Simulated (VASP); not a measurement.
## TiB: relaxation of cell and atoms with LDA

The system is TiB.

```xyz
2
Lattice="0.0000 2.4288 2.4288 2.4288 0.0000 2.4288 2.4288 2.4288 0.0000" Properties=species:S:1:pos:R:3 pbc="T T T"
Ti    3.6432    3.6432    3.6432
B     0.0000    0.0000    0.0000
```

```yaml
Program: VASP 6.6.1
Task: relaxation of cell and atoms
Functional: LDA
Potentials_or_basis: VASP PAW LDA potentials, release 64 (Ti_sv, B)
Cutoff: 600 eV
k_mesh: 16 × 16 × 16
Occupations: fermi-dirac, width 0.15 eV
Spin: no spin polarisation
Dipole_correction: no
Further_INCAR_settings: ALGO = Normal; EDIFF = 1e-07; IBRION = 2; EDIFFG = -0.001; NSW = 80; ISIF = 3
```

| Property | Result |
| --- | --- |
| Relaxed volume | 14.41 Å³/atom |
| Relaxed cell | a = 3.441 Å, b = 3.441 Å, c = 3.441 Å, α = 60.00°, β = 60.00°, γ = 60.00° |
| Space group after relaxing (to 0.1 Å) | F-43m (No. 216) |
| Energy gained by relaxing | 0.1 meV/atom |
| Ionic steps | 3 |
| Pressure after relaxing | 0.0 GPa |
| Band gap on the k mesh | zero (an odd number of electrons rules out a gap without spin polarisation) |

The path:
```csv
step,energy change (eV),largest force (eV/Å),pressure (GPa),volume (Å³)
1,0.0000,0.0000,0.59,28.66
2,-0.0002,0.0000,-0.26,28.88
3,-0.0003,0.0000,0.00,28.81
```

Final structure:
```cif
data_structure
_symmetry_space_group_name_H-M 'P 1'
_symmetry_Int_Tables_number 1
_cell_length_a 3.4410
_cell_length_b 3.4410
_cell_length_c 3.4410
_cell_angle_alpha 60.000
_cell_angle_beta 60.000
_cell_angle_gamma 60.000
_cell_volume 28.81
loop_
_atom_site_label
_atom_site_type_symbol
_atom_site_fract_x
_atom_site_fract_y
_atom_site_fract_z
_atom_site_occupancy
Ti1 Ti 0.75000 0.75000 0.75000 1
B1 B 0.00000 0.00000 0.00000 1
```

Levels at points of the mesh, in eV from the Fermi level:
```tsv
k point	band 6	band 7	band 8	band 9	band 10	band 11
(0.00, 0.00, 0.00)	-1.09	-1.09	-1.09	2.16	2.16	8.59
(0.50, 0.00, 0.00)	-2.35	-0.64	-0.64	2.62	2.62	3.40
(0.50, 0.50, 0.00)	-2.98	0.64	0.93	0.93	2.91	3.93
```

Run time: 70 s on 1 thread of Intel(R) Xeon(R) Platinum 8488C (Sapphire Rapids) (shared host), peak memory 0.19 GiB.

Caveat: an odd number of electrons without spin polarisation forces a metal; a magnetic or distorted state may lie lower.
